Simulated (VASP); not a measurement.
# TiAl (P-6m2) in VASP: a series of runs

TiAl is run at these levels: PBEsol; tasks: single point.

Program: VASP 6.6.1. These are calculated values, not measurements. Logs are shortened: lines on timing, memory, paths and dates and some standing lists are left out, and cuts for length are marked.

## Step 1: The cell of the first run

Symmetry: P-6m2, No. 187, hexagonal system. Conventional cell: a = 2.819 Å, b = 2.819 Å, c = 4.373 Å, α = 90.00°, β = 90.00°, γ = 120.00°. Ti (site symmetry -6m2) has 6 Al at 2.73 Å and 6 Ti at 2.82 Å within 3.6 Å. Al (site symmetry -6m2) has 6 Ti at 2.73 Å and 6 Al at 2.82 Å within 3.6 Å.

## Step 2: Single point, PBEsol

Contents of INCAR:

```
SYSTEM = TiAl
ALGO = Fast
EDIFF = 1E-6
ENCUT = 520
GGA = PS
ISIF = 2
ISMEAR = 0
LASPH = .TRUE.
LCHARG = .FALSE.
LREAL = .FALSE.
LWAVE = .FALSE.
NBANDS = 14
NELM = 80
PREC = Accurate
SIGMA = 0.15
```

Contents of KPOINTS:

```
k-points
0
G
  18 18 10
  0 0 0
```

Contents of POSCAR:

```
TiAl
1.0
    2.8191000000      0.0000000000      0.0000000000
   -1.4095500000      2.4414122158      0.0000000000
    0.0000000000      0.0000000000      4.3728000000
Ti Al
1 1
Direct
    0.0000000000      0.0000000000      0.0000000000
    0.3333333333      0.6666666667      0.5000000000
```

Potentials or basis: VASP PAW PBE potentials, release 64 (Ti_sv, Al).

The run is started by

```console
cat potpaw_PBE.64/Ti_sv/POTCAR potpaw_PBE.64/Al/POTCAR > POTCAR
mpirun -np 1 vasp_std > vasp.out
```

OUTCAR:

```text
SYSTEM = TiAl
   EDIFF = 1E-6
   ENCUT = 520
   GGA = PS
   ISIF = 2
   ISMEAR = 0
   LASPH = .TRUE.
   LREAL = .FALSE.
   NELM = 80
   PREC = Accurate

 ion  position               nearest neighbor table
   1  0.000  0.000  0.000-   2 2.73   2 2.73   2 2.73   2 2.73   2 2.73   2 2.73
   2  0.333  0.667  0.500-   1 2.73   1 2.73   1 2.73   1 2.73   1 2.73   1 2.73

  LATTYP: Found a hexagonal cell.
 ALAT       =     2.8191000000
 C/A-ratio  =     1.5511333404

  Lattice vectors:

 A1 = (   2.8191000000,   0.0000000000,   0.0000000000)
 A2 = (  -1.4095500000,   2.4414122158,   0.0000000000)
 A3 = (   0.0000000000,   0.0000000000,   4.3728000000)

Analysis of symmetry for initial positions (statically):
=====================================================================
 Subroutine PRICEL returns:
 Original cell was already a primitive cell.

 Routine SETGRP: Setting up the symmetry group for a
 hexagonal supercell.

 Subroutine GETGRP returns: Found 12 space group operations
 (whereof 12 operations were pure point group operations)
 out of a pool of 24 trial point group operations.

The static configuration has the point symmetry D_3h.

Analysis of symmetry for dynamics (positions and initial velocities):
=====================================================================
 Subroutine PRICEL returns:
 Original cell was already a primitive cell.

 Routine SETGRP: Setting up the symmetry group for a
 hexagonal supercell.

 Subroutine GETGRP returns: Found 12 space group operations
 (whereof 12 operations were pure point group operations)
 out of a pool of 24 trial point group operations.

The dynamic configuration has the point symmetry D_3h.

 Subroutine INISYM returns: Found 12 space group operations
 (whereof 12 operations are pure point group operations),
 and found     1 'primitive' translations

----------------------------------------------------------------------------------------

                                     Primitive cell

  volume of cell :      30.0962

  direct lattice vectors                    reciprocal lattice vectors
     2.819100000  0.000000000  0.000000000     0.354723139  0.204799500  0.000000000
    -1.409550000  2.441412216  0.000000000     0.000000000  0.409598999  0.000000000
     0.000000000  0.000000000  4.372800000     0.000000000  0.000000000  0.228686425

  length of vectors
     2.819100000  2.819100000  4.372800000     0.409598999  0.409598999  0.228686425

  position of ions in fractional coordinates (direct lattice)
     0.000000000  0.000000000  0.000000000
     0.333333333  0.666666667  0.500000000

  ion indices of the primitive-cell ions
   primitive index   ion index
[... 88 lines left out ...]
   EFERMI =   0.00;   METHOD = LEGACY
   ISMEAR =     0;   SIGMA  =   0.15  broadening in eV -4-tet -1-fermi 0-gaus
   EFERMI_NEDOS =   21; number of points for ismear=-14 and -15
   IALGO  =     68    algorithm
   IMIX   =      4    mixing-type and parameters
     AMIX     =   0.40;   BMIX     =  1.00
     AMIX_MAG =   1.60;   BMIX_MAG =  1.00
  volume/ion in A,a.u.               =      15.05       101.55
  Fermi-wavevector in a.u.,A,eV,Ry     =   1.297981  2.452828 22.922463  1.684753
  Thomas-Fermi vector in A             =   2.429338
   LORBIT       =      0    0 simple, 1 ext, 2 COOP (PROOUT), +10 PAW based schemes
   GGA     = PS    functional components
   LHFCALC =     F    Hartree Fock is set to
   AEXX    =    0.0000 exact exchange contribution
   IVDW    =     0    specifies the selected vdW correction
   LEPSILON=     F    determine dielectric tensor
   LRPA    =     F    only Hartree local field effects (RPA)
 non-spin polarized calculation
 RMM-DIIS sequential band-by-band and
 Gauss-broadening in eV      SIGMA  =   0.15
  energy-cutoff  :      520.00
  volume of cell :       30.10
 maximum number of plane-waves:       826
 NGX is ok and might be reduce to    24
   NGX = 11   NGY = 11   NGZ = 17

 number of electron      15.0000002 magnetization

 Free energy of the ion-electron system (eV)
  ---------------------------------------------------
  ext. energy  EPLUGINS =         0.00000000
  ---------------------------------------------------
  free energy    TOTEN  =       -12.84772136 eV

  energy without entropy =      -12.81908373  energy(sigma->0) =      -12.83340255

 E-fermi :   8.7968     XC(G=0): -11.4740

 val. band max:        8.7959129465   @ k =   0.3333   0.2778   0.4000
 cond. band min:       8.7980254088   @ k =   0.3333  -0.0000   0.4000
 fundamental gap:      0.0021124624
 Fermi energy:         8.7967765526

 k-point     1 :       0.0000    0.0000    0.0000
  band No.  band energies     occupation
      1     -47.2691      2.00000
      2     -23.7224      2.00000
      3     -23.2245      2.00000
      4     -23.2245      2.00000
      5      -0.4962      2.00000
      6       6.5612      2.00000
      7       7.4141      2.00000
      8      10.1583      0.00000
      9      10.1583      0.00000
     10      11.7449      0.00000
     11      11.7449      0.00000
     12      13.8838      0.00000
     13      21.9308      0.00000
     14      21.9308      0.00000
[... 377 lines left out ...]
      1     -47.1492      2.00000
      2     -23.8752      2.00000
      3     -23.6038      2.00000
      4     -23.4299      2.00000
      5       4.3272      2.00000
      6       6.6701      2.00000
      7       7.2462      2.00000
      8       7.9319      2.00000
      9      10.4262      0.00000
     10      12.2770      0.00000
     11      13.4560      0.00000
     12      14.0795      0.00000
     13      14.8028      0.00000
     14      16.1142      0.00000

 [... further k-points ...]

------------------------ aborting loop because EDIFF is reached ----------------------------------------

  FORCE on cell =-STRESS in cart. coord.  units (eV):
  Direction    XX          YY          ZZ          XY          YZ          ZX
  --------------------------------------------------------------------------------------
  -------------------------------------------------------------------------------------
  Total        1.4324889      1.4324889      3.1619793      0.0000000      0.0000000      0.0000000
  in kB       76.2589201     76.2589201    168.3287871      0.0000000      0.0000000      0.0000000
  external PRESSURE =     106.9488758 kB  Pullay stress =       0.0000000 kB

 VOLUME and BASIS-vectors are now :
 -----------------------------------------------------------------------------
  energy-cutoff  :      520.00
  volume of cell :       30.10
      direct lattice vectors                 reciprocal lattice vectors
     2.819100000  0.000000000  0.000000000     0.354723139  0.204799500  0.000000000
    -1.409550000  2.441412216  0.000000000     0.000000000  0.409598999  0.000000000
     0.000000000  0.000000000  4.372800000     0.000000000  0.000000000  0.228686425

 POSITION                                       TOTAL-FORCE (eV/Angst)
 -----------------------------------------------------------------------------------
      0.00000      0.00000      0.00000        -0.000000      0.000000      0.000000
     -0.00000      1.62761      2.18640         0.000000      0.000000      0.000000
 -----------------------------------------------------------------------------------
    total drift:                                0.000000     -0.000000      0.000000

  FREE ENERGIE OF THE ION-ELECTRON SYSTEM (eV)
  ---------------------------------------------------
  free  energy   TOTEN  =       -12.8477213604 eV

  energy  without entropy=      -12.8190837308  energy(sigma->0) =      -12.83340255
```

Run time: 4.6 min. Hardware: 1 thread of Intel Xeon 8259CL, shared host; peak memory 0.23 GiB.

What came out:

* Free energy: -12.8477 eV
* Pressure: 10.7 GPa
* Band gap on the k mesh: zero (an odd number of electrons rules out a gap without spin polarisation)

Stress tensor (GPa, compression positive):
```
 7.63  0.00  0.00
 0.00  7.63  0.00
 0.00  0.00 16.83
```

Caveat: the stress differs along the axes, from 8 to 17 GPa; the PAW data sets were made with another functional, which shifts forces and pressure a little.

## Step 3: Single point, PBEsol

This run uses another cell than the first one, of 15.22 Å³/atom.

Contents of INCAR:

```
PREC     = Accurate       # precision mode
ENCUT    = 520            # plane-wave cutoff, eV
EDIFF    = 1E-7           # SCF threshold, eV
ISMEAR   = 0              # smearing method
SIGMA    = 0.15           # smearing width, eV
LREAL    = F              # projectors in reciprocal space
LASPH    = T              # aspherical terms in the spheres
NELM     = 60             # most SCF steps
ALGO     = Fast           # electronic algorithm
ISIF     = 2              # what is computed and relaxed
LWAVE    = F              # write WAVECAR
LCHARG   = T              # write CHGCAR
GGA      = PS             # functional
LELF     = T              # ELF
LVHAR    = T            
NBANDS   = 14             # bands
```

Contents of KPOINTS:

```
Automatic mesh
0
Gamma
  18 18 10
```

Contents of POSCAR:

```
TiAl
1.0
    2.7052000000      0.0000000000      0.0000000000
   -1.3526000000      2.3427719223      0.0000000000
    0.0000000000      0.0000000000      4.8040000000
Ti Al
1 1
Direct
    0.0000000000      0.0000000000      0.0000000000
    0.3333333333      0.6666666667      0.5000000000
```

Potentials or basis: VASP PAW PBE potentials, release 64 (Ti_sv, Al).

The run is started by

```console
cat potpaw_PBE.64/Ti_sv/POTCAR potpaw_PBE.64/Al/POTCAR > POTCAR
mpirun -np 1 vasp_std > vasp.out
```

Run time: 5.1 min. Hardware: 1 thread of Intel Xeon 8259CL, shared host; peak memory 0.22 GiB.

Results (log left out):

```
Free energy            : -12.8133 eV
Pressure               : 7.5 GPa
Band gap on the k mesh : zero (an odd number of electrons rules out a gap without spin polarisation)
```

Stress tensor (GPa, compression positive):
```
13.32  0.00  0.00
 0.00 13.32  0.00
 0.00  0.00 -4.07
```

Levels at points of the mesh, in eV from the Fermi level:
| k point | band 5 | band 6 | band 7 | band 8 | band 9 | band 10 |
| --- | --- | --- | --- | --- | --- | --- |
| (0.00, 0.00, 0.00) | -9.64 | -2.81 | -2.62 | 1.36 | 1.36 | 3.18 |
| (0.50, 0.00, 0.00) | -3.90 | -2.70 | -1.92 | -1.41 | 2.45 | 3.92 |
| (0.00, 0.00, 0.50) | -8.88 | -5.72 | -1.07 | 1.36 | 1.36 | 3.22 |
| (0.50, 0.00, 0.50) | -3.86 | -2.65 | -2.16 | 0.75 | 0.91 | 2.34 |

Caveat: the stress differs along the axes, from -4 to 13 GPa; the PAW data sets were made with another functional, which shifts forces and pressure a little.
